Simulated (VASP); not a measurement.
# GaSb (F-43m) in VASP: further runs, part 2 of 2

VASP 6.6.1. The steps go on from the part before.

### Step 3. Single point, r2SCAN

This run uses another cell than the first one, of 27.03 Å³/atom.

The input, POSCAR:

```
GaSb
1.0
    0.0000000000      3.0012358924      3.0012358924
    3.0012358924      0.0000000000      3.0012358924
    3.0012358924      3.0012358924      0.0000000000
Ga Sb
1 1
Direct
    0.0000000000      0.0000000000      0.0000000000
    0.7500000000      0.7500000000      0.7500000000
```

The input, INCAR.step1:

```
SYSTEM = GaSb
PREC = Accurate
ENCUT = 520
ISMEAR = 0
SIGMA = 0.01
LREAL = .FALSE.
LASPH = .TRUE.
NELM = 100
NBANDS = 16
GGA = PE
ALGO = Normal
EDIFF = 1E-4
LWAVE = .TRUE.
LCHARG = .FALSE.
```

The input, INCAR.step2:

```
SYSTEM = GaSb
PREC = Accurate
ENCUT = 520
EDIFF = 1E-7
ISMEAR = 0
SIGMA = 0.01
LREAL = .FALSE.
LASPH = .TRUE.
NELM = 100
ALGO = Normal
ISIF = 2
LWAVE = .FALSE.
LCHARG = .FALSE.
METAGGA = R2SCAN
LMIXTAU = .TRUE.
NBANDS = 16
ISTART = 1
```

The input, KPOINTS:

```
regular mesh
0
G
  8 8 8
  0 0 0
```

Potentials or basis: VASP PAW PBE potentials, release 64 (Ga_d, Sb).

Started as:

```sh
$ cat potpaw_PBE.64/Ga_d/POTCAR potpaw_PBE.64/Sb/POTCAR > POTCAR
$ cp INCAR.step1 INCAR
$ mpirun -np 1 vasp_std > vasp.out
$ cp INCAR.step2 INCAR
$ mpirun -np 1 vasp_std > vasp.out
```

OUTCAR:

```text
SYSTEM = GaSb
   PREC = Accurate
   ENCUT = 520
   EDIFF = 1E-7
   ISMEAR = 0
   LREAL = .FALSE.
   LASPH = .TRUE.
   NELM = 100
   ISIF = 2
   METAGGA = R2SCAN
   ISTART = 1

 ion  position               nearest neighbor table
   1  0.000  0.000  0.000-   2 2.60   2 2.60   2 2.60   2 2.60
   2  0.750  0.750  0.750-   1 2.60   1 2.60   1 2.60   1 2.60

  LATTYP: Found a face centered cubic cell.
 ALAT       =     6.0024717848

  Lattice vectors:

 A1 = (   0.0000000000,   3.0012358924,   3.0012358924)
 A2 = (   3.0012358924,   0.0000000000,   3.0012358924)
 A3 = (   3.0012358924,   3.0012358924,   0.0000000000)

Analysis of symmetry for initial positions (statically):
=====================================================================
 Subroutine PRICEL returns:
 Original cell was already a primitive cell.

 Routine SETGRP: Setting up the symmetry group for a
 face centered cubic supercell.

 Subroutine GETGRP returns: Found 24 space group operations
 (whereof 24 operations were pure point group operations)
 out of a pool of 48 trial point group operations.

The static configuration has the point symmetry T_d .

Analysis of symmetry for dynamics (positions and initial velocities):
=====================================================================
 Subroutine PRICEL returns:
 Original cell was already a primitive cell.

 Routine SETGRP: Setting up the symmetry group for a
 face centered cubic supercell.

 Subroutine GETGRP returns: Found 24 space group operations
 (whereof 24 operations were pure point group operations)
 out of a pool of 48 trial point group operations.

The dynamic configuration has the point symmetry T_d .

 Subroutine INISYM returns: Found 24 space group operations
 (whereof 24 operations are pure point group operations),
 and found     1 'primitive' translations

----------------------------------------------------------------------------------------

                                     Primitive cell

  volume of cell :      54.0668

  direct lattice vectors                    reciprocal lattice vectors
     0.000000000  3.001235892  3.001235892    -0.166598034  0.166598034  0.166598034
     3.001235892  0.000000000  3.001235892     0.166598034 -0.166598034  0.166598034
     3.001235892  3.001235892  0.000000000     0.166598034  0.166598034 -0.166598034

  length of vectors
     4.244388503  4.244388503  4.244388503     0.288556260  0.288556260  0.288556260

  position of ions in fractional coordinates (direct lattice)
     0.000000000  0.000000000  0.000000000
     0.750000000  0.750000000  0.750000000

  ion indices of the primitive-cell ions
   primitive index   ion index
                 1           1
                 2           2

----------------------------------------------------------------------------------------

 KPOINTS: regular mesh

Automatic generation of k-mesh.
 Grid dimensions read from file:
 generate k-points for:    8    8    8

 Generating k-lattice:

  Cartesian coordinates                     Fractional coordinates (reciprocal lattice)
    -0.020824754  0.020824754  0.020824754     0.125000000  0.000000000  0.000000000
     0.020824754 -0.020824754  0.020824754     0.000000000  0.125000000  0.000000000
     0.020824754  0.020824754 -0.020824754     0.000000000  0.000000000  0.125000000

  Length of vectors
     0.036069532  0.036069532  0.036069532

  Shift w.r.t. Gamma in fractional coordinates (k-lattice)
     0.000000000  0.000000000  0.000000000

 Subroutine IBZKPT returns following result:
 ===========================================

 Found     29 irreducible k-points:

 Following reciprocal coordinates:
            Coordinates               Weight
  0.000000  0.000000  0.000000      1.000000
  0.125000  0.000000  0.000000      8.000000
  0.250000  0.000000  0.000000      8.000000
  0.375000  0.000000  0.000000      8.000000
  0.500000  0.000000  0.000000      4.000000
  0.125000  0.125000  0.000000      6.000000
[... 16 lines left out ...]
  0.500000  0.250000  0.125000     48.000000
 -0.375000  0.250000  0.125000     24.000000
 [... further k-points ...]
   k-points           NKPTS =     29   k-points in BZ     NKDIM =     29   number of bands    NBANDS=     16
   number of dos      NEDOS =    301   number of ions     NIONS =      2
   total plane-waves  NPLWV =  32768
   dimension x,y,z NGX =    32 NGY =   32 NGZ =   32
   dimension x,y,z NGXF=    64 NGYF=   64 NGZF=   64
   ions per type =               1   1
   NGX,Y,Z   is equivalent  to a cutoff of  12.53, 12.53, 12.53 a.u.
   NGXF,Y,Z  is equivalent  to a cutoff of  25.07, 25.07, 25.07 a.u.
 SYSTEM =  GaSb
   PREC   = accura    normal or accurate (medium, high low for compatibility)
   ISTART =      1    job   : 0-new  1-cont  2-samecut
   ICHARG =      0    charge: 1-file 2-atom 10-const
   ISPIN  =      1    spin polarized calculation?
   LNONCOLLINEAR =      F non collinear calculations
   LSORBIT =      F    spin-orbit coupling
   LASPH  =      T    aspherical Exc in radial PAW
   ENCUT  =  520.0 eV  38.22 Ry    6.18 a.u.   7.89  7.89  7.89*2*pi/ulx,y,z
   NELM   =    100;   NELMIN=  2; NELMDL=  0     # of ELM steps
   EDIFF  = 0.1E-06   stopping-criterion for ELM
   LREAL  =      F    real-space projection
   EDIFFG = 0.1E-05   stopping-criterion for IOM
   NSW    =      0    number of steps for IOM
   IBRION =     -1    ionic relax: 0-MD 1-quasi-New 2-CG
   NFREE  =      0    steps in history (QN), initial steepest desc. (CG)
   ISIF   =      2    stress and relaxation
   ISYM   =      2    0-nonsym 1-usesym 2-fastsym
   POTIM  = 0.5000    time-step for ionic-motion
   TEBEG  =    0.0;   TEEND  =   0.0 temperature during run
   PSTRESS=    0.0 pullay stress
   NELECT =      18.0000    total number of electrons
   NUPDOWN=      -1.0000    fix difference up-down
   EMIN   =  10.00;   EMAX   =-10.00  energy-range for DOS
   EFERMI =   0.00;   METHOD = LEGACY
   ISMEAR =     0;   SIGMA  =   0.01  broadening in eV -4-tet -1-fermi 0-gaus
   EFERMI_NEDOS =   21; number of points for ismear=-14 and -15
   IALGO  =     38    algorithm
   IMIX   =      4    mixing-type and parameters
     AMIX     =   0.40;   BMIX     =  1.00
     AMIX_MAG =   1.60;   BMIX_MAG =  1.00
  volume/ion in A,a.u.               =      27.03       182.43
  Fermi-wavevector in a.u.,A,eV,Ry     =   1.134633  2.144146 17.516042  1.287393
  Thomas-Fermi vector in A             =   2.271337
   LORBIT       =      0    0 simple, 1 ext, 2 COOP (PROOUT), +10 PAW based schemes
   METAGGA = R2SCAN    functional components
   LHFCALC =     F    Hartree Fock is set to
   AEXX    =    0.0000 exact exchange contribution
   IVDW    =     0    specifies the selected vdW correction
   LEPSILON=     F    determine dielectric tensor
   LRPA    =     F    only Hartree local field effects (RPA)
 non-spin polarized calculation
 Gauss-broadening in eV      SIGMA  =   0.01
  energy-cutoff  :      520.00
  volume of cell :       54.07
 maximum number of plane-waves:      1475
   NGX = 15   NGY = 15   NGZ = 15

 number of electron      18.0000005 magnetization

 Free energy of the ion-electron system (eV)
  ---------------------------------------------------
  ext. energy  EPLUGINS =         0.00000000
  ---------------------------------------------------
  free energy    TOTEN  =       -37.55677031 eV

  energy without entropy =      -37.55677031  energy(sigma->0) =      -37.55677031

 E-fermi :   5.4279     XC(G=0):  -9.9896

 val. band max:        5.2981934312   @ k =   0.0000   0.0000   0.0000
 cond. band min:       6.1183552203   @ k =   0.5000   0.0000   0.0000
 fundamental gap:      0.8201617891
 Fermi energy:         5.4279477949

 k-point     1 :       0.0000    0.0000    0.0000
  band No.  band energies     occupation
      1     -10.3235      2.00000
      2     -10.3235      2.00000
      3     -10.3234      2.00000
      4     -10.2567      2.00000
      5     -10.2567      2.00000
      6      -7.0648      2.00000
[... 8 lines left out ...]
     15      14.4166      0.00000
     16      14.4166      0.00000
[... 419 lines left out ...]
 k-point    24 :      -0.3750    0.2500    0.1250
  band No.  band energies     occupation
      1     -10.3680      2.00000
      2     -10.3047      2.00000
      3     -10.3010      2.00000
      4     -10.2609      2.00000
      5     -10.2566      2.00000
      6      -4.7769      2.00000
[... 8 lines left out ...]
     15      15.6543      0.00000
     16      16.3536      0.00000

 [... further k-points ...]

------------------------ aborting loop because EDIFF is reached ----------------------------------------

  FORCE on cell =-STRESS in cart. coord.  units (eV):
  Direction    XX          YY          ZZ          XY          YZ          ZX
  --------------------------------------------------------------------------------------
  -------------------------------------------------------------------------------------
  Total        1.3852693      1.3852693      1.3852693      0.0000000      0.0000000      0.0000000
  in kB       41.0501172     41.0501172     41.0501172      0.0000000      0.0000000      0.0000000
  external PRESSURE =      41.0501172 kB  Pullay stress =       0.0000000 kB

 VOLUME and BASIS-vectors are now :
 -----------------------------------------------------------------------------
  energy-cutoff  :      520.00
  volume of cell :       54.07
      direct lattice vectors                 reciprocal lattice vectors
     0.000000000  3.001235892  3.001235892    -0.166598034  0.166598034  0.166598034
     3.001235892  0.000000000  3.001235892     0.166598034 -0.166598034  0.166598034
     3.001235892  3.001235892  0.000000000     0.166598034  0.166598034 -0.166598034

 POSITION                                       TOTAL-FORCE (eV/Angst)
 -----------------------------------------------------------------------------------
      0.00000      0.00000      0.00000         0.000000      0.000000      0.000000
      4.50185      4.50185      4.50185        -0.000000     -0.000000     -0.000000
 -----------------------------------------------------------------------------------
    total drift:                                0.000001      0.000001      0.000002

  FREE ENERGIE OF THE ION-ELECTRON SYSTEM (eV)
  ---------------------------------------------------
  free  energy   TOTEN  =       -37.5567703093 eV

  energy  without entropy=      -37.5567703093  energy(sigma->0) =      -37.55677031
```

OUTCAR.step1:

```text
SYSTEM = GaSb
   PREC = Accurate
   ENCUT = 520
   ISMEAR = 0
   LREAL = .FALSE.
   LASPH = .TRUE.
[... 677 lines left out ...]
      0.00000      0.00000      0.00000         0.000000     -0.000000      0.000000
      4.50185      4.50185      4.50185        -0.000000      0.000000     -0.000000
 -----------------------------------------------------------------------------------
    total drift:                               -0.000002     -0.000002     -0.000002

  FREE ENERGIE OF THE ION-ELECTRON SYSTEM (eV)
  ---------------------------------------------------
  free  energy   TOTEN  =        -7.2643520667 eV

  energy  without entropy=       -7.2643520667  energy(sigma->0) =       -7.26435207
```

Wall time 57 s (1 thread of Intel Xeon Platinum 8124M at 3.00GHz (Skylake/Cascade Lake), shared host); peak memory 0.19 GiB.

Results:

- Free energy: -37.5568 eV
- Pressure: 4.1 GPa
- Band gap on the k mesh: 0.82 eV (least direct gap 0.89 eV)

Caveat: the cell stands under pressure; the PAW data sets were made with another functional, which shifts forces and pressure a little; spin-orbit coupling is left out, which moves the levels of the heavy elements.

### Step 4. Single point, r2SCAN

This run uses another cell than the first one, of 27.85 Å³/atom.

The input, POSCAR:

```
GaSb
1.0
    0.0000000000      3.0310145849      3.0310145849
    3.0310145849      0.0000000000      3.0310145849
    3.0310145849      3.0310145849      0.0000000000
Ga Sb
1 1
Direct
    0.0000000000      0.0000000000      0.0000000000
    0.7500000000      0.7500000000      0.7500000000
```

The input, INCAR.step1:

```
SYSTEM = GaSb
  PREC = Accurate
  ENCUT = 520
  ISMEAR = 0
  SIGMA = 0.01
  LREAL = .FALSE.
  LASPH = .TRUE.
  NELM = 100
  NBANDS = 16
  GGA = PE
  ALGO = Normal
  EDIFF = 1E-4
  LWAVE = .TRUE.
  LCHARG = .FALSE.
```

The input, INCAR.step2:

```
SYSTEM = GaSb
  PREC = Accurate
  ENCUT = 520
  EDIFF = 1E-6
  ISMEAR = 0
  SIGMA = 0.01
  LREAL = .FALSE.
  LASPH = .TRUE.
  NELM = 100
  ALGO = Normal
  ISIF = 2
  LWAVE = .FALSE.
  LCHARG = .FALSE.
  METAGGA = R2SCAN
  LMIXTAU = .TRUE.
  NBANDS = 16
  ISTART = 1
```

The input, KPOINTS:

```
Automatic mesh
0
G
  8 8 8
  0 0 0
```

Started as:

```sh
$ cat potpaw_PBE.64/Ga_d/POTCAR potpaw_PBE.64/Sb/POTCAR > POTCAR
$ cp INCAR.step1 INCAR
$ mpirun -np 1 vasp_std > vasp.out
$ cp INCAR.step2 INCAR
$ mpirun -np 1 vasp_std > vasp.out
```

It took 49 s on 1 thread of Intel Xeon Platinum 8124M at 3.00GHz (Skylake/Cascade Lake), shared host; peak memory 0.2 GiB.

The run converged. Its results:

- Free energy: -37.5878 eV
- Pressure: 2.1 GPa
- Band gap on the k mesh: 0.66 eV

Levels at points of the mesh, in eV from the valence-band top:
| k point | band 6 | band 7 | band 8 | band 9 | band 10 | band 11 | band 12 | band 13 |
| --- | --- | --- | --- | --- | --- | --- | --- | --- |
| (0.00, 0.00, 0.00) | -12.14 | 0.00 | 0.00 | 0.00 | 0.66 | 2.97 | 2.97 | 2.97 |
| (0.50, 0.00, 0.00) | -10.34 | -6.73 | -1.26 | -1.26 | 0.75 | 4.01 | 4.01 | 6.91 |
| (0.50, 0.50, 0.00) | -9.41 | -7.19 | -2.80 | -2.80 | 1.09 | 1.43 | 9.45 | 9.45 |

Caveat: semilocal functionals underestimate gaps, and a narrow one can read as zero; the PAW data sets were made with another functional, which shifts forces and pressure a little; spin-orbit coupling is left out, which moves the levels of the heavy elements. A k mesh can miss the band edges.

### Step 5. Single point, r2SCAN

This run uses another cell than the first one, of 28.32 Å³/atom.

The input, POSCAR:

```
GaSb
1.0
    0.0000000000      3.0479900011      3.0479900011
    3.0479900011      0.0000000000      3.0479900011
    3.0479900011      3.0479900011      0.0000000000
Ga Sb
1 1
Direct
    0.0000000000      0.0000000000      0.0000000000
    0.7500000000      0.7500000000      0.7500000000
```

The input, INCAR.step1:

```
PREC = Accurate ; ENCUT = 520
ISMEAR = 0 ; SIGMA = 0.01
LREAL = False ; LASPH = True
NELM = 60 ; NBANDS = 16
GGA = PE ; ALGO = Normal
EDIFF = 1E-4 ; LWAVE = True
LCHARG = False
```

The input, INCAR.step2:

```
PREC = Accurate ; ENCUT = 520
EDIFF = 1E-7 ; ISMEAR = 0
SIGMA = 0.01 ; LREAL = False
LASPH = True ; NELM = 60
ALGO = Normal ; ISIF = 2
LWAVE = False ; LCHARG = False
METAGGA = R2SCAN ; LMIXTAU = True
NBANDS = 16 ; ISTART = 1
```

The input, KPOINTS:

```
Automatic mesh
0
Gamma
  8 8 8
```

Started as:

```sh
$ cat potpaw_PBE.64/Ga_d/POTCAR potpaw_PBE.64/Sb/POTCAR > POTCAR
$ cp INCAR.step1 INCAR
$ mpirun -np 1 vasp_std > vasp.out
$ cp INCAR.step2 INCAR
$ mpirun -np 1 vasp_std > vasp.out
```

Run time: 58 s. Hardware: 1 thread of Intel Xeon Platinum 8124M at 3.00GHz (Skylake/Cascade Lake), shared host; peak memory 0.2 GiB.

Results (log left out):

- Free energy: -37.5970 eV
- Pressure: 1.1 GPa
- Band gap on the k mesh: 0.53 eV

Levels at points of the mesh, in eV from the valence-band top:
```csv
k point,band 7,band 8,band 9,band 10,band 11,band 12
"(0.00, 0.00, 0.00)",0.00,0.00,0.00,0.53,2.98,2.98
"(0.50, 0.00, 0.00)",-6.64,-1.23,-1.23,0.71,4.01,4.01
"(0.50, 0.50, 0.00)",-7.10,-2.74,-2.74,1.11,1.46,9.34
```

Caveat: semilocal functionals underestimate gaps, and a narrow one can read as zero; the PAW data sets were made with another functional, which shifts forces and pressure a little; spin-orbit coupling is left out, which moves the levels of the heavy elements. A k mesh can miss the band edges.

### Step 6. Overview

| cell | gap on the mesh (eV) | pressure (GPa) |
| --- | --- | --- |
| a = 4.190 Å, angles 60.0°, 2 atoms | 0.92 | 7.1 |
| a = 4.244 Å, angles 60.0°, 2 atoms | 0.82 | 4.1 |
| a = 4.287 Å, angles 60.0°, 2 atoms | 0.66 | 2.1 |
| a = 4.311 Å, angles 60.0°, 2 atoms | 0.53 | 1.1 |

Alike in all rows: task single point; level r2SCAN; potentials or basis VASP PAW PBE potentials, release 64 (Ga_d, Sb); no spin polarisation; k mesh 8 × 8 × 8; cutoff (eV) 520; smearing gaussian 0.01 eV.

Caveats: the PAW data sets were made with another functional, which shifts forces and pressure a little; spin-orbit coupling is left out, which moves the levels of the heavy elements; the cell stands under pressure (at least some runs); semilocal functionals underestimate gaps, and a narrow one can read as zero (at least some runs).

Absolute energies hang on the potentials; compare differences alone.
